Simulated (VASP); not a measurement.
# V (Fmmm) in VASP: further runs, part 2 of 3

VASP 6.6.1.

**4. Single point, PBE, collinear spin, ferromagnetic start**

This run uses another cell than the first one, of 14.92 Å³/atom, 1.073 times its volume.

Input file INCAR:

```
  PREC = Accurate
  ENCUT = 520
  EDIFF = 1E-6
  ISMEAR = 0
  SIGMA = 0.1
  LREAL = F
  LASPH = T
  NELM = 150
  ALGO = Normal
  ISIF = 2
  LWAVE = F
  LCHARG = F
  ISPIN = 2
  MAGMOM = 2 2
  LORBIT = 11
  LMAXMIX = 4
  GGA = PE
  NBANDS = 24
```

Input file KPOINTS:

```
regular mesh
0
Gamma
  8 8 8
```

Input file POSCAR:

```
V
1.0
    0.0000000000      2.5418637155      4.0010153830
    1.4675169923      0.0000000000      4.0010153830
    1.4675169923      2.5418637155      0.0000000000
V
2
Direct
    0.1666700000      0.8333300000      0.1666700000
    0.8333300000      0.1666700000      0.8333300000
```

Potentials or basis: VASP PAW PBE potentials, release 64 (V_sv).

Command:

```console
$ cat potpaw_PBE.64/V_sv/POTCAR > POTCAR
$ mpirun -np 1 vasp_std > vasp.out
```

OUTCAR:

```text
PREC = Accurate
   ENCUT = 520
   EDIFF = 1E-6
   ISMEAR = 0
   LREAL = F
   LASPH = T
   NELM = 150
   ISIF = 2
   ISPIN = 2
   LORBIT = 11
   GGA = PE

 ion  position               nearest neighbor table
   1  0.167  0.833  0.167-   2 1.69   2 1.69   2 1.69
   2  0.833  0.167  0.833-   1 1.69   1 1.69   1 1.69

  LATTYP: Found a face centered orthorhombic cell.
 ALAT       =     2.9350339846
 B/A-ratio  =     1.7320846906
 C/A-ratio  =     2.7263843649

  Lattice vectors:
[... 1513 lines left out ...]
  in kB     2031.1202649   2046.7666177   -149.6366860      0.0000000      0.0000000      0.0000000
  external PRESSURE =    1309.4167322 kB  Pullay stress =       0.0000000 kB

 VOLUME and BASIS-vectors are now :
 -----------------------------------------------------------------------------
  energy-cutoff  :      520.00
  volume of cell :       29.85
      direct lattice vectors                 reciprocal lattice vectors
     0.000000000  2.541863715  4.001015383    -0.340711557  0.196706061  0.124968277
     1.467516992  0.000000000  4.001015383     0.340711557 -0.196706061  0.124968277
     1.467516992  2.541863715  0.000000000     0.340711557  0.196706061 -0.124968277

 POSITION                                       TOTAL-FORCE (eV/Angst)
 -----------------------------------------------------------------------------------
      1.46752      0.84730      4.00102         0.000000     -0.055653      0.000000
      1.46752      4.23642      4.00102         0.000000      0.055653      0.000000
 -----------------------------------------------------------------------------------
    total drift:                               -0.000000     -0.000000     -0.000000

  FREE ENERGIE OF THE ION-ELECTRON SYSTEM (eV)
  ---------------------------------------------------
  free  energy   TOTEN  =        -5.5267130630 eV

  energy  without entropy=       -5.5194756165  energy(sigma->0) =       -5.52309434

 total charge

# of ion       s       p       d       tot
------------------------------------------
    1        2.236   6.324   4.942  13.502
    2        2.236   6.324   4.942  13.502
--------------------------------------------------
tot          4.472  12.648   9.884  27.005

 magnetization (x)

# of ion       s       p       d       tot
------------------------------------------
    1       -0.000  -0.000  -0.000  -0.000
    2       -0.000  -0.000  -0.000  -0.000
--------------------------------------------------
tot         -0.000  -0.000  -0.000  -0.000
```

stdout:

```text
POSCAR found type information on POSCAR V
 POSCAR found :  1 types and       2 ions
 scaLAPACK will be used
 LDA part: xc-table for (Slater+PW92), standard interpolation
 POSCAR, INCAR and KPOINTS ok, starting setup
 FFT: planning ... GRIDC
 FFT: planning ... GRID_SOFT
 FFT: planning ... GRID
 WAVECAR not read
 entering main loop
```

Wall time 50 s (1 thread of Intel Xeon 6975P-C (Granite Rapids), shared host); peak memory 0.25 GiB.

Results:

* Free energy: -5.5267 eV
* Pressure: 130.9 GPa
* Largest force: 0.056 eV/Å
* Band gap on the k mesh: zero (filled and empty bands overlap)
* Net moment: 0.00 μB per cell

Forces in eV/Å, atoms in the order of the input:
```
V    0.000 -0.056  0.000
V    0.000  0.056  0.000
```

**5. Single point, PBE**

This run uses another cell than the first one, of 13.94 Å³/atom, 1.002 times its volume.

Input file INCAR:

```
  PREC = Accurate
  ENCUT = 520
  EDIFF = 1E-7
  ISMEAR = 0
  SIGMA = 0.1
  LREAL = F
  LASPH = T
  NELM = 100
  ALGO = Normal
  ISIF = 2
  LWAVE = F
  LCHARG = F
  GGA = PE
  NBANDS = 20
```

Input file KPOINTS:

```
regular mesh
0
Gamma
  24 24 24
```

Input file POSCAR:

```
V
1.0
    0.0000000000      2.1819191239      4.4632294507
    1.4310878908      0.0000000000      4.4632294507
    1.4310878908      2.1819191239      0.0000000000
V
2
Direct
    0.1359632787      0.1359632787      0.8640367213
    0.8640367213      0.8640367213      0.1359632787
```

Potentials or basis: VASP PAW PBE potentials, release 64 (V_sv).

Command:

```console
$ cat potpaw_PBE.64/V_sv/POTCAR > POTCAR
$ mpirun -np 1 vasp_std > vasp.out
```

OUTCAR:

```text
PREC = Accurate
   ENCUT = 520
   EDIFF = 1E-7
   ISMEAR = 0
   LREAL = F
   LASPH = T
   NELM = 100
   ISIF = 2
   GGA = PE

 ion  position               nearest neighbor table
   1  0.136  0.136  0.864-   2 2.43   2 2.49   2 2.49
   2  0.864  0.864  0.136-   1 2.43   1 2.49   1 2.49

  LATTYP: Found a face centered orthorhombic cell.
 ALAT       =     2.8621757816
 B/A-ratio  =     1.5246576663
 C/A-ratio  =     3.1187668342

  Lattice vectors:

 A1 = (   0.0000000000,   2.1819191239,   4.4632294507)
 A2 = (   1.4310878908,   0.0000000000,   4.4632294507)
 A3 = (   1.4310878908,   2.1819191239,   0.0000000000)

Analysis of symmetry for initial positions (statically):
=====================================================================
 Subroutine PRICEL returns:
 Original cell was already a primitive cell.

 Routine SETGRP: Setting up the symmetry group for a
 face centered orthorhombic supercell.

[... 161 lines left out ...]
  ext. energy  EPLUGINS =         0.00000000
  ---------------------------------------------------
  free energy    TOTEN  =       -17.47072032 eV

  energy without entropy =      -17.45934908  energy(sigma->0) =      -17.46503470

 E-fermi :   9.6634     XC(G=0): -12.6680

 val. band max:        9.6626965284   @ k =  -0.3333   0.5000   0.1667
 cond. band min:       9.6636146143   @ k =   0.2500  -0.3333   0.2083
 fundamental gap:      0.0009180860
 Fermi energy:         9.6634270406

 k-point     1 :       0.0000    0.0000    0.0000
  band No.  band energies     occupation
      1     -54.4595      2.00000
      2     -54.2216      2.00000
      3     -28.8441      2.00000
      4     -27.9427      2.00000
      5     -27.7947      2.00000
      6     -27.7291      2.00000
[... 541 lines left out ...]
     19      12.8920      0.00000
     20      14.7711      0.00000

 [... further k-points ...]

------------------------ aborting loop because EDIFF is reached ----------------------------------------

  FORCE on cell =-STRESS in cart. coord.  units (eV):
  Direction    XX          YY          ZZ          XY          YZ          ZX
  --------------------------------------------------------------------------------------
  -------------------------------------------------------------------------------------
  Total        0.0431018      0.0365865      0.0622039     -0.0000000      0.0000000      0.0000000
  in kB        2.4775470      2.1030395      3.5755605     -0.0000000      0.0000000      0.0000000
  external PRESSURE =       2.7187156 kB  Pullay stress =       0.0000000 kB

 VOLUME and BASIS-vectors are now :
 -----------------------------------------------------------------------------
  energy-cutoff  :      520.00
  volume of cell :       27.87
      direct lattice vectors                 reciprocal lattice vectors
     0.000000000  2.181919124  4.463229451    -0.349384551  0.229156065  0.112026506
     1.431087891  0.000000000  4.463229451     0.349384551 -0.229156065  0.112026506
     1.431087891  2.181919124  0.000000000     0.349384551  0.229156065 -0.112026506

 POSITION                                       TOTAL-FORCE (eV/Angst)
 -----------------------------------------------------------------------------------
      1.43109      2.18192      1.21367         0.000000      0.000000     -0.002401
      1.43109      2.18192      7.71279         0.000000      0.000000      0.002401
 -----------------------------------------------------------------------------------
    total drift:                                0.000000      0.000000     -0.000000

  FREE ENERGIE OF THE ION-ELECTRON SYSTEM (eV)
  ---------------------------------------------------
  free  energy   TOTEN  =       -17.4707203232 eV

  energy  without entropy=      -17.4593490829  energy(sigma->0) =      -17.46503470
```

OSZICAR:

```text
N       E                     dE             d eps       ncg     rms          rms(c)
DAV:   1     0.327193157086E+03    0.32719E+03   -0.16440E+04 78660   0.152E+03
DAV:   2    -0.105174875870E+02   -0.33771E+03   -0.33147E+03 81224   0.493E+02
DAV:   3    -0.199392884250E+02   -0.94218E+01   -0.92585E+01 85924   0.987E+01
DAV:   4    -0.200360648753E+02   -0.96776E-01   -0.96532E-01 80332   0.101E+01
DAV:   5    -0.200372498989E+02   -0.11850E-02   -0.11850E-02 84080   0.113E+00    0.253E+01
DAV:   6    -0.175276564833E+02    0.25096E+01   -0.10867E+01 79604   0.328E+01    0.292E+00
DAV:   7    -0.174857648701E+02    0.41892E-01   -0.16347E-01 83356   0.372E+00    0.133E+00
DAV:   8    -0.174708560373E+02    0.14909E-01   -0.15793E-02 80000   0.158E+00    0.316E-01
DAV:   9    -0.174707254281E+02    0.13061E-03   -0.14457E-03 88364   0.325E-01    0.619E-02
DAV:  10    -0.174707273730E+02   -0.19449E-05   -0.96160E-05 79424   0.118E-01    0.198E-02
DAV:  11    -0.174707228889E+02    0.44841E-05   -0.59360E-06 85476   0.427E-02    0.483E-03
DAV:  12    -0.174707203339E+02    0.25550E-05   -0.10072E-06 80572   0.159E-02    0.519E-04
DAV:  13    -0.174707203232E+02    0.10683E-07   -0.28435E-08 40972   0.218E-03
   1 F= -.17470720E+02 E0= -.17465035E+02  d E =-.113712E-01
```

stdout:

```text
POSCAR found type information on POSCAR V
 POSCAR found :  1 types and       2 ions
 scaLAPACK will be used
 LDA part: xc-table for (Slater+PW92), standard interpolation
 POSCAR, INCAR and KPOINTS ok, starting setup
 FFT: planning ... GRIDC
 FFT: planning ... GRID_SOFT
 FFT: planning ... GRID
 WAVECAR not read
 entering main loop
```

Wall time 8.2 min (1 thread of Intel Xeon 6975P-C (Granite Rapids), shared host); peak memory 0.9 GiB.

Results:

```
Free energy            : -17.4707 eV
Pressure               : 0.3 GPa
Band gap on the k mesh : zero (band 13 reaches 9.96 eV, above the bottom of band 14 at 9.00 eV)
```

Forces on the atoms (eV/Å):
```
V    0.000  0.000 -0.002
V    0.000  0.000  0.002
```

[end of part 2 of 3]
